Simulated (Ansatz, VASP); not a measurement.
# One calculation of Zn, two programs

```
Zn
1.0
     2.66480    0.01332    0.01332
    -1.32086    2.30112    0.00488
     0.02473    0.02473    4.94670
Zn
2
Direct
  0.33333 0.66667 0.25000
  0.66667 0.33333 0.75000
```

Change from the starting cell: equal xy, yz and zx shear strains of +1 %, crystal datasets.

Alike in both runs: task electric field gradients; functional PBEsol; k mesh 16 × 16 × 8; occupations fermi-dirac, width 0.03 eV; no spin polarisation.

|  | VASP | Ansatz |
| --- | --- | --- |
| version | VASP 6.6.1 | Ansatz 0.2.0 |
| potentials or method | VASP PAW PBE potentials, release 64 (Zn), cutoff 520 eV | all-electron PAW with datasets made for the crystal, scalar-relativistic |

```csv
,VASP,Ansatz,Ansatz less VASP
pressure (GPa),-5.1,-5.4,-0.34
"traceless stress, the component that is largest in VASP (GPa)",-0.79,-0.79,+0.005
size of Vzz on the site where it differs most (V/Å²),37.6,37.3,-0.28
```

VASP's potentials were made for PBE, not for PBEsol. Ansatz ran all-electron here, and VASP with PAW potentials.
